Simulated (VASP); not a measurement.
# MgO (Fm-3m) in VASP: notebook

MgO is run at these levels: PBE; tasks: G0W0 quasiparticle levels.

Program: VASP 6.6.1. These are calculated values, not measurements. Logs are shortened: lines on timing, memory, paths and dates and some standing lists are left out, and cuts for length are marked.

**1. The cell of the first run**

The structure is cubic, space group Fm-3m (No. 225). Conventional cell: a = 4.211 Å, b = 4.211 Å, c = 4.211 Å, α = 90.00°, β = 90.00°, γ = 90.00°. Mg (site symmetry m-3m) has 6 O at 2.11 Å within 2.8 Å. O (site symmetry m-3m) has 6 Mg at 2.11 Å within 2.8 Å.

**2. G0W0 quasiparticle levels, PBE**

File POSCAR:

```
MgO
1.0
    0.0000000000      2.1055000000      2.1055000000
    2.1055000000      0.0000000000      2.1055000000
    2.1055000000      2.1055000000      0.0000000000
Mg O
1 1
Direct
    0.0000000000      0.0000000000      0.0000000000
    0.5000000000      0.5000000000      0.5000000000
```

File INCAR.step1:

```
SYSTEM = MgO
  PREC = Accurate
  ENCUT = 500
  EDIFF = 1E-8
  ISMEAR = 0
  SIGMA = 0.01
  LREAL = .FALSE.
  LASPH = .TRUE.
  NELM = 60
  ALGO = Normal
  LWAVE = .TRUE.
  LCHARG = .FALSE.
  GGA = PE
```

File INCAR.step2:

```
SYSTEM = MgO
  PREC = Accurate
  ENCUT = 500
  EDIFF = 1E-8
  ISMEAR = 0
  SIGMA = 0.01
  LREAL = .FALSE.
  LASPH = .TRUE.
  NELM = 1
  ALGO = Exact
  LWAVE = .TRUE.
  LCHARG = .FALSE.
  GGA = PE
  NBANDS = 130
  LOPTICS = .TRUE.
  ISTART = 1
```

File INCAR.step3:

```
SYSTEM = MgO
  PREC = Accurate
  ENCUT = 500
  EDIFF = 1E-8
  ISMEAR = 0
  SIGMA = 0.01
  LREAL = .FALSE.
  LASPH = .TRUE.
  ALGO = EVGW0
  LWAVE = .FALSE.
  LCHARG = .FALSE.
  GGA = PE
  NELMGW = 1
  NBANDS = 130
  ENCUTGW = 143.3
  NOMEGA = 48
  PRECFOCK = Fast
  ISTART = 1
  NBANDSGW = 12
```

File KPOINTS:

```
regular mesh
0
G
  6 6 6
  0 0 0
```

Potentials or basis: VASP PAW PBE potentials, release 64 (Mg_GW, O_GW).

On the command line:

```sh
$ cat potpaw_PBE.64/Mg_GW/POTCAR potpaw_PBE.64/O_GW/POTCAR > POTCAR
$ cp INCAR.step1 INCAR
$ mpirun -np 1 vasp_std > vasp.out
$ cp INCAR.step2 INCAR
$ mpirun -np 1 vasp_std > vasp.out
$ cp INCAR.step3 INCAR
$ mpirun -np 1 vasp_std > vasp.out
```

OUTCAR:

```text
SYSTEM = MgO
   PREC = Accurate
   ENCUT = 500
   EDIFF = 1E-8
   ISMEAR = 0
   LREAL = .FALSE.
   LASPH = .TRUE.
   GGA = PE
   NELMGW = 1
   ENCUTGW = 143.3
   PRECFOCK = Fast
   ISTART = 1

 ion  position               nearest neighbor table
   1  0.000  0.000  0.000-   2 2.11   2 2.11   2 2.11   2 2.11   2 2.11   2 2.11
   2  0.500  0.500  0.500-   1 2.11   1 2.11   1 2.11   1 2.11   1 2.11   1 2.11

  LATTYP: Found a face centered cubic cell.
 ALAT       =     4.2110000000

  Lattice vectors:

 A1 = (   0.0000000000,   2.1055000000,   2.1055000000)
 A2 = (   2.1055000000,   0.0000000000,   2.1055000000)
 A3 = (   2.1055000000,   2.1055000000,   0.0000000000)

Analysis of symmetry for initial positions (statically):
=====================================================================
 Subroutine PRICEL returns:
 Original cell was already a primitive cell.

 Routine SETGRP: Setting up the symmetry group for a
 face centered cubic supercell.

 Subroutine GETGRP returns: Found 48 space group operations
 (whereof 48 operations were pure point group operations)
 out of a pool of 48 trial point group operations.

The static configuration has the point symmetry O_h .

Analysis of symmetry for dynamics (positions and initial velocities):
=====================================================================
 Subroutine PRICEL returns:
 Original cell was already a primitive cell.

 Routine SETGRP: Setting up the symmetry group for a
 face centered cubic supercell.

 Subroutine GETGRP returns: Found 48 space group operations
 (whereof 48 operations were pure point group operations)
 out of a pool of 48 trial point group operations.

The dynamic configuration has the point symmetry O_h .

 Subroutine INISYM returns: Found 48 space group operations
 (whereof 48 operations are pure point group operations),
 and found     1 'primitive' translations

----------------------------------------------------------------------------------------

                                     Primitive cell

  volume of cell :      18.6679

  direct lattice vectors                    reciprocal lattice vectors
     0.000000000  2.105500000  2.105500000    -0.237473284  0.237473284  0.237473284
     2.105500000  0.000000000  2.105500000     0.237473284 -0.237473284  0.237473284
     2.105500000  2.105500000  0.000000000     0.237473284  0.237473284 -0.237473284

  length of vectors
     2.977626656  2.977626656  2.977626656     0.411315794  0.411315794  0.411315794

  position of ions in fractional coordinates (direct lattice)
     0.000000000  0.000000000  0.000000000
     0.500000000  0.500000000  0.500000000

  ion indices of the primitive-cell ions
   primitive index   ion index
                 1           1
                 2           2

----------------------------------------------------------------------------------------

 KPOINTS: regular mesh

Automatic generation of k-mesh.
 Grid dimensions read from file:
 generate k-points for:    6    6    6

 Generating k-lattice:

  Cartesian coordinates                     Fractional coordinates (reciprocal lattice)
    -0.039578881  0.039578881  0.039578881     0.166666667  0.000000000  0.000000000
     0.039578881 -0.039578881  0.039578881     0.000000000  0.166666667  0.000000000
     0.039578881  0.039578881 -0.039578881     0.000000000  0.000000000  0.166666667

  Length of vectors
     0.068552632  0.068552632  0.068552632

  Shift w.r.t. Gamma in fractional coordinates (k-lattice)
     0.000000000  0.000000000  0.000000000

 Subroutine IBZKPT returns following result:
 ===========================================

 Found     16 irreducible k-points:

 Following reciprocal coordinates:
            Coordinates               Weight
  0.000000  0.000000  0.000000      1.000000
  0.166667  0.000000  0.000000      8.000000
  0.333333  0.000000  0.000000      8.000000
  0.500000  0.000000  0.000000      4.000000
  0.166667  0.166667  0.000000      6.000000
  0.333333  0.166667  0.000000     24.000000
[... 8 lines left out ...]
 -0.333333  0.333333  0.166667     24.000000
 -0.333333  0.500000  0.166667     12.000000
   k-points           NKPTS =     16   k-points in BZ     NKDIM =    216   number of bands    NBANDS=    130
   number of dos      NEDOS =    301   number of ions     NIONS =      2
   total plane-waves  NPLWV =  13824
   dimension x,y,z NGX =    24 NGY =   24 NGZ =   24
   dimension x,y,z NGXF=    48 NGYF=   48 NGZF=   48
   ions per type =               1   1
   NGX,Y,Z   is equivalent  to a cutoff of  13.40, 13.40, 13.40 a.u.
   NGXF,Y,Z  is equivalent  to a cutoff of  26.80, 26.80, 26.80 a.u.
 SYSTEM =  MgO
   PREC   = accura    normal or accurate (medium, high low for compatibility)
   ISTART =      1    job   : 0-new  1-cont  2-samecut
   ICHARG =      0    charge: 1-file 2-atom 10-const
   ISPIN  =      1    spin polarized calculation?
   LNONCOLLINEAR =      F non collinear calculations
   LSORBIT =      F    spin-orbit coupling
   LASPH  =      T    aspherical Exc in radial PAW
   ENCUT  =  500.0 eV  36.75 Ry    6.06 a.u.   5.43  5.43  5.43*2*pi/ulx,y,z
   NELM   =     60;   NELMIN=  2; NELMDL=  0     # of ELM steps
   EDIFF  = 0.1E-07   stopping-criterion for ELM
   LREAL  =      F    real-space projection
   EDIFFG = 0.1E-06   stopping-criterion for IOM
   NSW    =      0    number of steps for IOM
   IBRION =     -1    ionic relax: 0-MD 1-quasi-New 2-CG
   NFREE  =      0    steps in history (QN), initial steepest desc. (CG)
   ISIF   =      0    stress and relaxation
   ISYM   =      3    0-nonsym 1-usesym 2-fastsym
   POTIM  = 0.5000    time-step for ionic-motion
   TEBEG  =    0.0;   TEEND  =   0.0 temperature during run
   PSTRESS=    0.0 pullay stress
   NELECT =       8.0000    total number of electrons
   NUPDOWN=      -1.0000    fix difference up-down
   EMIN   =  10.00;   EMAX   =-10.00  energy-range for DOS
   EFERMI =   0.00;   METHOD = LEGACY
   ISMEAR =     0;   SIGMA  =   0.01  broadening in eV -4-tet -1-fermi 0-gaus
   EFERMI_NEDOS =   21; number of points for ismear=-14 and -15
   IALGO  =     38    algorithm
   IMIX   =      4    mixing-type and parameters
     AMIX     =   0.40;   BMIX     =  1.00
     AMIX_MAG =   1.60;   BMIX_MAG =  1.00
  volume/ion in A,a.u.               =       9.33        62.99
  Fermi-wavevector in a.u.,A,eV,Ry     =   1.234259  2.332411 20.727046  1.523395
  Thomas-Fermi vector in A             =   2.368956
   LORBIT       =      0    0 simple, 1 ext, 2 COOP (PROOUT), +10 PAW based schemes
   GGA     = PE    functional components
   LHFCALC =     T    Hartree Fock is set to
   PRECFOCK=fast      Normal, Fast or Accurate (Low or Medium for compatibility)
   ENCUT4O =  -1.0   cutoff for four orbital integrals eV
   NKREDX  =     1    reduce k-point grid by
   NKREDY  =     1    reduce k-point grid by
   NKREDZ  =     1    reduce k-point grid by
   AEXX    =    1.0000 exact exchange contribution
   HFSCREEN=    0.0000 screening length (either q_TF or 0.3 A-1)
   HFSCREENC=   0.0000 screening length for correlation (either q_TF or 0.3 A-1)
   ENCUTFOCK=  -1.0 apply spherical cutoff to Coloumb kernel
   IVDW    =     0    specifies the selected vdW correction
   LEPSILON=     F    determine dielectric tensor
   LRPA    =     F    only Hartree local field effects (RPA)
   LRPAFORCE           =     F    calculate RPA forces
   ENCUTGW             = 143.3    cutoff for response function in eV
   ENCUTGWSOFT         = 114.6    soft cutoff for Coulomb kernel in GW response function in eV
   ENCUTLF             =  -1.0    cutoff for local field effects
   NELMGW              =     1    number of iterations in solving QP/BSE equation
   NELMHF              =     1    number of iterations in the inner HF iteration
   NKREDLFX            =     1    NKREDLFY  =   1   NKREDLFZ  =   1
 non-spin polarized calculation
 Gauss-broadening in eV      SIGMA  =   0.01
  energy-cutoff  :      500.00
  volume of cell :       18.67
 maximum number of plane-waves:       489
 NGX is ok and might be reduce to    24
  NGX = 14; NGY = 14; NGZ = 14
   NGX = 11   NGY = 11   NGZ = 11
 maximum number of plane-waves:        76
 NGX is ok and might be reduce to    14

 QP shifts <psi_nk| G(iteration)W_0 |psi_nk>: iteration 1
 for sc-GW calculations column KS-energies equals QP-energies in previous step
 and V_xc(KS)=  KS-energies - (<T + V_ion + V_H > + <T+V_H+V_ion>^1  + <V_x>^1)

 k-point   1 :       0.0000    0.0000    0.0000
  band No.  KS-energies  QP-energies   sigma(KS)   V_xc(KS)     V^pw_x(r,r')   Z            occupation Imag(sigma)

      1     -14.0842     -16.2904     -21.2896     -18.1232     -29.9051       0.6968       2.0000       1.1579
      2       3.1883       1.8297     -21.4570     -19.7267     -25.2322       0.7852       2.0000       0.1057
      3       3.1883       1.8297     -21.4570     -19.7267     -25.2322       0.7852       2.0000       0.1057
      4       3.1883       1.8297     -21.4570     -19.7267     -25.2322       0.7852       2.0000       0.1057
      5       7.9214       9.1027     -10.7763     -12.1837      -7.4371       0.8393       0.0000      -0.0521
      6      18.9994      20.1930      -7.6091      -9.0475      -3.0825       0.8298       0.0000      -0.1122
      7      18.9994      20.1930      -7.6091      -9.0475      -3.0825       0.8298       0.0000      -0.1122
      8      18.9994      20.1930      -7.6091      -9.0475      -3.0825       0.8298       0.0000      -0.1122
      9      22.9186      23.3367      -7.3785      -7.9191      -1.6776       0.7734       0.0000      -0.4756
     10      24.6942      26.1693      -8.0683      -9.8604      -3.2524       0.8231       0.0000      -0.1811
     11      24.6942      26.1693      -8.0683      -9.8604      -3.2524       0.8231       0.0000      -0.1811
     12      27.2451      28.7207      -7.6290      -9.4826      -1.8729       0.7960       0.0000      -0.4888

 k-point   2 :       0.1667    0.0000    0.0000
  band No.  KS-energies  QP-energies   sigma(KS)   V_xc(KS)     V^pw_x(r,r')   Z            occupation Imag(sigma)
[... 225 lines left out ...]
      1     -12.5004     -14.7414     -22.9218     -19.8472     -31.3748       0.7289       2.0000       1.0413
      2      -0.3736      -2.2454     -18.0666     -15.6274     -22.1001       0.7674       2.0000       0.1405
      3       0.9454      -0.7764     -19.1301     -16.9109     -23.0324       0.7759       2.0000       0.1220
      4       1.5181      -0.1045     -19.7613     -17.6746     -23.6542       0.7776       2.0000       0.1169
      5      13.7473      14.9977      -9.4544     -10.9620      -5.3848       0.8294       0.0000      -0.0780
      6      14.6041      16.1463      -8.8698     -10.7184      -4.7635       0.8342       0.0000      -0.0746
      7      15.6725      17.3615     -12.0595     -14.1972      -7.5577       0.7901       0.0000      -0.1005
      8      19.6535      21.1654      -9.1907     -11.0784      -4.1607       0.8010       0.0000      -0.1837
      9      23.3257      24.8013      -9.4300     -11.3177      -3.8164       0.7817       0.0000      -0.3360
     10      27.8129      29.0122      -7.9887      -9.4683      -2.3507       0.8106       0.0000      -0.5895
     11      29.3674      31.2140      -8.9270     -11.1114      -3.5662       0.8453       0.0000      -0.6253
     12      31.5435      33.4327      -9.5818     -11.8165      -3.7356       0.8454       0.0000      -0.8322
```

It took 3.6 min on 1 thread of Intel Xeon 6975P-C, shared host; peak memory 0.43 GiB.

What came out:

```
Band gap on the k mesh, mean-field level : 4.73 eV, direct
Quasiparticle gap                        : 7.27 eV
Least direct quasiparticle gap           : 7.27 eV
```

Levels at points of the mesh, in eV from the valence-band top:
```
           k point  band 1  band 2  band 3  band 4  band 5  band 6  band 7  band 8
(0.00, 0.00, 0.00)  -17.27    0.00    0.00    0.00    4.73   15.81   15.81   15.81
(0.50, 0.00, 0.00)  -15.99   -4.62   -0.65   -0.65    7.90   12.62   16.27   16.27
(0.50, 0.50, 0.00)  -15.73   -4.09   -1.35   -1.35    9.13    9.97   13.10   18.92
```

Caveat: the k points lie up to 0.43 Å⁻¹ apart; bands, screening cutoff and mesh are small and nothing is extrapolated, so the quasiparticle values aren't converged.

[end of part 1 of 4]
